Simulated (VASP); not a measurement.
**PbS: single point with PBEsol**

The system is PbS.

```xyz
4
Lattice="2.0491 -5.7991 0.0000 2.0491 5.7991 0.0000 0.0000 0.0000 4.2350" Properties=species:S:1:pos:R:3 pbc="T T T"
Pb    2.0491    4.3254    1.0588
Pb    2.0491   -4.3254    3.1763
S     2.0491    1.6369    1.0588
S     2.0491   -1.6369    3.1763
```

```
Program                : VASP 6.6.1
Task                   : single point
Functional             : PBEsol
Potentials or basis    : VASP PAW PBE potentials, release 64 (Pb_d, S)
Cutoff                 : 520 eV
k mesh                 : 7 × 7 × 6
Occupations            : fermi-dirac, width 0.05 eV
Spin                   : no spin polarisation
Dipole correction      : no
Further INCAR settings : ALGO = Normal; EDIFF = 1e-07; NBANDS = 28
```

```json
{"Pressure": "-0.1 GPa", "Largest force": "0.003 eV/Å", "Band gap on the k mesh": "1.08 eV (least direct gap 1.24 eV)"}
```

Forces on the atoms (eV/Å):
```
Pb   0.000 -0.002  0.000
Pb   0.000  0.002  0.000
S    0.000 -0.003  0.000
S    0.000  0.003  0.000
```

Levels at points of the mesh, in eV from the valence-band top:
| k point | band 16 | band 17 | band 18 | band 19 | band 20 | band 21 | band 22 | band 23 | band 24 | band 25 |
| --- | --- | --- | --- | --- | --- | --- | --- | --- | --- | --- |
| (0.00, 0.00, 0.00) | -3.19 | -2.46 | -1.87 | -1.59 | -0.60 | 4.55 | 4.57 | 4.96 | 5.56 | 6.09 |
| (0.00, 0.00, 0.50) | -3.02 | -1.18 | -1.18 | -0.04 | -0.04 | 1.68 | 1.68 | 2.67 | 2.67 | 5.14 |

Run time: 90 s on 1 thread of Intel(R) Xeon(R) 6975P-C (Granite Rapids) (shared host), peak memory 0.34 GiB.

Caveat: the PAW data sets were made with another functional, which shifts forces and pressure a little; spin-orbit coupling is left out, which moves the levels of the heavy elements; an odd mesh through Γ misses points on the zone boundary, where band edges can lie.
